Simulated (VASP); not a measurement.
# Ta (Im-3m) in VASP: further runs, part 2 of 2

VASP 6.6.1. The steps go on from the part before.

## (6) Single point, PBEsol

File INCAR:

```
ALGO = Normal ; EDIFF = 1E-6
ENCUT = 520 ; GGA = PS
ISIF = 2 ; ISMEAR = 0
LASPH = True ; LCHARG = False
LREAL = False ; LWAVE = False
NBANDS = 12 ; NELM = 100
PREC = Accurate ; SIGMA = 0.005
```

File KPOINTS:

```
k-points
0
Gamma
  9 9 9
```

File POSCAR:

```
Ta
1.0
   -1.6512800000      1.6512800000      1.6512800000
    1.6512800000     -1.6512800000      1.6512800000
    1.6512800000      1.6512800000     -1.6512800000
Ta
1
Direct
    0.0000000000      0.0000000000      0.0000000000
```

Potentials or basis: VASP PAW PBE potentials, release 64 (Ta_pv).

Run with:

```sh
> cat potpaw_PBE.64/Ta_pv/POTCAR > POTCAR
> mpirun -np 1 vasp_std > vasp.out
```

OUTCAR:

```text
EDIFF = 1E-6
   ENCUT = 520
   GGA = PS
   ISIF = 2
   ISMEAR = 0
   LASPH = True
   LREAL = False
   NELM = 100
   PREC = Accurate

 ion  position               nearest neighbor table
   1  0.000  0.000  0.000-

  LATTYP: Found a body centered cubic cell.
 ALAT       =     3.3025600000

  Lattice vectors:

 A1 = (  -1.6512800000,   1.6512800000,   1.6512800000)
 A2 = (   1.6512800000,  -1.6512800000,   1.6512800000)
 A3 = (   1.6512800000,   1.6512800000,  -1.6512800000)

Analysis of symmetry for initial positions (statically):
=====================================================================
 Subroutine PRICEL returns:
 Original cell was already a primitive cell.

 Routine SETGRP: Setting up the symmetry group for a
 body centered cubic supercell.

 Subroutine GETGRP returns: Found 48 space group operations
 (whereof 48 operations were pure point group operations)
 out of a pool of 48 trial point group operations.

The static configuration has the point symmetry O_h .

Analysis of symmetry for dynamics (positions and initial velocities):
=====================================================================
 Subroutine PRICEL returns:
 Original cell was already a primitive cell.

 Routine SETGRP: Setting up the symmetry group for a
 body centered cubic supercell.

 Subroutine GETGRP returns: Found 48 space group operations
 (whereof 48 operations were pure point group operations)
 out of a pool of 48 trial point group operations.

The dynamic configuration has the point symmetry O_h .

 Subroutine INISYM returns: Found 48 space group operations
 (whereof 48 operations are pure point group operations),
 and found     1 'primitive' translations

----------------------------------------------------------------------------------------

                                     Primitive cell

  volume of cell :      18.0104

  direct lattice vectors                    reciprocal lattice vectors
    -1.651280000  1.651280000  1.651280000     0.000000000  0.302795407  0.302795407
     1.651280000 -1.651280000  1.651280000     0.302795407  0.000000000  0.302795407
     1.651280000  1.651280000 -1.651280000     0.302795407  0.302795407  0.000000000

  length of vectors
     2.860100858  2.860100858  2.860100858     0.428217371  0.428217371  0.428217371

  position of ions in fractional coordinates (direct lattice)
     0.000000000  0.000000000  0.000000000

  ion indices of the primitive-cell ions
   primitive index   ion index
                 1           1

----------------------------------------------------------------------------------------

 KPOINTS: k-points

Automatic generation of k-mesh.
 Grid dimensions read from file:
 generate k-points for:    9    9    9

 Generating k-lattice:

  Cartesian coordinates                     Fractional coordinates (reciprocal lattice)
     0.000000000  0.033643934  0.033643934     0.111111111  0.000000000  0.000000000
     0.033643934  0.000000000  0.033643934     0.000000000  0.111111111  0.000000000
     0.033643934  0.033643934  0.000000000     0.000000000  0.000000000  0.111111111

  Length of vectors
     0.047579708  0.047579708  0.047579708

  Shift w.r.t. Gamma in fractional coordinates (k-lattice)
     0.000000000  0.000000000  0.000000000

 Subroutine IBZKPT returns following result:
 ===========================================

 Found     35 irreducible k-points:

 Following reciprocal coordinates:
            Coordinates               Weight
  0.000000  0.000000  0.000000      1.000000
  0.111111  0.000000  0.000000     12.000000
  0.222222  0.000000  0.000000     12.000000
  0.333333  0.000000  0.000000     12.000000
  0.444444  0.000000  0.000000     12.000000
  0.111111  0.111111  0.000000     24.000000
[... 16 lines left out ...]
 -0.333333  0.444444  0.111111     48.000000
 -0.444444 -0.444444  0.111111     24.000000
 [... further k-points ...]
   k-points           NKPTS =     35   k-points in BZ     NKDIM =     35   number of bands    NBANDS=     12
   number of dos      NEDOS =    301   number of ions     NIONS =      1
   total plane-waves  NPLWV =  13824
   dimension x,y,z NGX =    24 NGY =   24 NGZ =   24
   dimension x,y,z NGXF=    48 NGYF=   48 NGZF=   48
   ions per type =               1
   NGX,Y,Z   is equivalent  to a cutoff of  13.95, 13.95, 13.95 a.u.
   NGXF,Y,Z  is equivalent  to a cutoff of  27.90, 27.90, 27.90 a.u.
 SYSTEM =  unknown system
   PREC   = accura    normal or accurate (medium, high low for compatibility)
   ISTART =      0    job   : 0-new  1-cont  2-samecut
   ICHARG =      2    charge: 1-file 2-atom 10-const
   ISPIN  =      1    spin polarized calculation?
   LNONCOLLINEAR =      F non collinear calculations
   LSORBIT =      F    spin-orbit coupling
   LASPH  =      T    aspherical Exc in radial PAW
   ENCUT  =  520.0 eV  38.22 Ry    6.18 a.u.   5.32  5.32  5.32*2*pi/ulx,y,z
   NELM   =    100;   NELMIN=  2; NELMDL= -5     # of ELM steps
   EDIFF  = 0.1E-05   stopping-criterion for ELM
   LREAL  =      F    real-space projection
   EDIFFG = 0.1E-04   stopping-criterion for IOM
   NSW    =      0    number of steps for IOM
   IBRION =     -1    ionic relax: 0-MD 1-quasi-New 2-CG
   NFREE  =      0    steps in history (QN), initial steepest desc. (CG)
   ISIF   =      2    stress and relaxation
   ISYM   =      2    0-nonsym 1-usesym 2-fastsym
   POTIM  = 0.5000    time-step for ionic-motion
   TEBEG  =    0.0;   TEEND  =   0.0 temperature during run
   PSTRESS=    0.0 pullay stress
   NELECT =      11.0000    total number of electrons
   NUPDOWN=      -1.0000    fix difference up-down
   EMIN   =  10.00;   EMAX   =-10.00  energy-range for DOS
   EFERMI =   0.00;   METHOD = LEGACY
   ISMEAR =     0;   SIGMA  =   0.01  broadening in eV -4-tet -1-fermi 0-gaus
   EFERMI_NEDOS =   21; number of points for ismear=-14 and -15
   IALGO  =     38    algorithm
   IMIX   =      4    mixing-type and parameters
     AMIX     =   0.40;   BMIX     =  1.00
     AMIX_MAG =   1.60;   BMIX_MAG =  1.00
  volume/ion in A,a.u.               =      18.01       121.54
  Fermi-wavevector in a.u.,A,eV,Ry     =   1.388988  2.624806 26.249534  1.929286
  Thomas-Fermi vector in A             =   2.513061
   LORBIT       =      0    0 simple, 1 ext, 2 COOP (PROOUT), +10 PAW based schemes
   GGA     = PS    functional components
   LHFCALC =     F    Hartree Fock is set to
   AEXX    =    0.0000 exact exchange contribution
   IVDW    =     0    specifies the selected vdW correction
   LEPSILON=     F    determine dielectric tensor
   LRPA    =     F    only Hartree local field effects (RPA)
 non-spin polarized calculation
 Gauss-broadening in eV      SIGMA  =   0.01
  energy-cutoff  :      520.00
  volume of cell :       18.01
 maximum number of plane-waves:       493
 NGX is ok and might be reduce to    24
   NGX = 11   NGY = 11   NGZ = 11

 number of electron      11.0000002 magnetization

 Free energy of the ion-electron system (eV)
  ---------------------------------------------------
  ext. energy  EPLUGINS =         0.00000000
  ---------------------------------------------------
  free energy    TOTEN  =       -12.52428491 eV

  energy without entropy =      -12.52409919  energy(sigma->0) =      -12.52419205

 E-fermi :   5.4021     XC(G=0): -12.7277

 val. band max:        5.3624591327   @ k =   0.1111   0.1111   0.0000
 cond. band min:       5.4022412296   @ k =   0.3333   0.1111   0.0000
 fundamental gap:      0.0397820969
 Fermi energy:         5.4021486858

 k-point     1 :       0.0000    0.0000    0.0000
  band No.  band energies     occupation
      1     -27.6965      2.00000
      2     -27.6965      2.00000
      3     -27.6965      2.00000
      4      -2.6084      2.00000
      5       6.0451      0.00000
      6       6.0451      0.00000
      7       6.0451      0.00000
      8       9.3146      0.00000
      9       9.3146      0.00000
     10      19.9958      0.00000
     11      20.3615      0.00000
     12      20.3615      0.00000

 k-point     2 :       0.1111    0.0000    0.0000
  band No.  band energies     occupation
      1     -27.8460      2.00000
      2     -27.7427      2.00000
      3     -27.6973      2.00000
      4      -2.0674      2.00000
      5       5.7052      0.00000
      6       5.9133      0.00000
      7       6.5836      0.00000
      8       8.8531      0.00000
      9       9.3228      0.00000
     10      19.9949      0.00000
     11      20.8048      0.00000
     12      21.3094      0.00000
[... 316 lines left out ...]
 k-point    24 :      -0.4444   -0.4444    0.1111
  band No.  band energies     occupation
      1     -28.7577      2.00000
      2     -28.2600      2.00000
      3     -27.8866      2.00000
      4       2.1369      2.00000
      5       4.5635      2.00000
      6       4.6931      2.00000
      7       7.9335      0.00000
      8      11.2395      0.00000
      9      14.1896      0.00000
     10      16.0229      0.00000
     11      19.9022      0.00000
     12      20.0086      0.00000

 [... further k-points ...]
[... 5 lines left out ...]
  --------------------------------------------------------------------------------------
  -------------------------------------------------------------------------------------
  Total       -0.4125813     -0.4125813     -0.4125813      0.0000000      0.0000000      0.0000000
  in kB      -36.7027004    -36.7027004    -36.7027004      0.0000000      0.0000000      0.0000000
  external PRESSURE =     -36.7027004 kB  Pullay stress =       0.0000000 kB

 VOLUME and BASIS-vectors are now :
 -----------------------------------------------------------------------------
  energy-cutoff  :      520.00
  volume of cell :       18.01
      direct lattice vectors                 reciprocal lattice vectors
    -1.651280000  1.651280000  1.651280000     0.000000000  0.302795407  0.302795407
     1.651280000 -1.651280000  1.651280000     0.302795407  0.000000000  0.302795407
     1.651280000  1.651280000 -1.651280000     0.302795407  0.302795407  0.000000000

 POSITION                                       TOTAL-FORCE (eV/Angst)
 -----------------------------------------------------------------------------------
      0.00000      0.00000      0.00000        -0.000000      0.000000     -0.000000
 -----------------------------------------------------------------------------------
    total drift:                               -0.000000      0.000000      0.000000

  FREE ENERGIE OF THE ION-ELECTRON SYSTEM (eV)
  ---------------------------------------------------
  free  energy   TOTEN  =       -12.5242849138 eV

  energy  without entropy=      -12.5240991887  energy(sigma->0) =      -12.52419205
```

OSZICAR:

```text
N       E                     dE             d eps       ncg     rms          rms(c)
DAV:   1     0.623798439334E+02    0.62380E+02   -0.61239E+03   840   0.867E+02
DAV:   2    -0.120503222380E+02   -0.74430E+02   -0.72526E+02   944   0.247E+02
DAV:   3    -0.130544914992E+02   -0.10042E+01   -0.10011E+01   988   0.272E+01
DAV:   4    -0.130567647028E+02   -0.22732E-02   -0.22731E-02   956   0.144E+00
DAV:   5    -0.130567734721E+02   -0.87693E-05   -0.87691E-05   984   0.792E-02    0.137E+01
DAV:   6    -0.126411266831E+02    0.41565E+00   -0.31843E-01   960   0.602E+00    0.659E+00
DAV:   7    -0.125265058281E+02    0.11462E+00   -0.29047E-01   972   0.524E+00    0.427E-01
DAV:   8    -0.125250313004E+02    0.14745E-02   -0.68967E-03   920   0.636E-01    0.390E-01
DAV:   9    -0.125242948351E+02    0.73647E-03   -0.13232E-03   948   0.380E-01    0.410E-02
DAV:  10    -0.125242895662E+02    0.52689E-05   -0.86592E-06   932   0.346E-02    0.266E-02
DAV:  11    -0.125242849376E+02    0.46286E-05   -0.97141E-07   608   0.108E-02    0.542E-04
DAV:  12    -0.125242849138E+02    0.23883E-07   -0.35073E-08   472   0.216E-03
   1 F= -.12524285E+02 E0= -.12524192E+02  d E =-.185725E-03
```

Wall time 11 s (1 thread of AMD EPYC 7R43 (Zen 3), shared host); peak memory 0.11 GiB.

What came out:

* Free energy: -12.5243 eV
* Pressure: -3.7 GPa

Levels at points of the mesh, in eV from the Fermi level:
```tsv
k point	band 2	band 3	band 4	band 5	band 6	band 7	band 8	band 9
(0.00, 0.00, 0.00)	-33.10	-33.10	-8.01	0.64	0.64	0.64	3.91	3.91
```

Caveat: the PAW data sets were made with another functional, which shifts forces and pressure a little; spin-orbit coupling is left out, which moves the levels of the heavy elements.

## (7) Overview

| level | potentials or basis | k mesh | smearing | gap on the mesh (eV) | pressure (GPa) |
| --- | --- | --- | --- | --- | --- |
| LDA | VASP PAW LDA potentials, release 64 (Ta_pv) | 8 × 8 × 8 | fermi-dirac 0.1 eV | none | -9.6 |
| PBEsol | VASP PAW PBE potentials, release 64 (Ta_pv) | 9 × 9 × 9 | gaussian 0.05 eV | none | -3.9 |
| PBEsol | VASP PAW PBE potentials, release 64 (Ta_pv) | 9 × 9 × 9 | gaussian 0.025 eV | none | -3.9 |
| PBEsol | VASP PAW PBE potentials, release 64 (Ta_pv) | 9 × 9 × 9 | gaussian 0.01 eV | none | -3.7 |
| PBEsol | VASP PAW PBE potentials, release 64 (Ta_pv) | 9 × 9 × 9 | gaussian 0.005 eV | none | -3.7 |

Alike in all rows: task single point; no spin polarisation; cell as given; cutoff (eV) 520.

Caveats: spin-orbit coupling is left out, which moves the levels of the heavy elements; the PAW data sets were made with another functional, which shifts forces and pressure a little (some runs).

Total energies depend on the potentials used, so only differences within one code and one set of settings carry meaning.
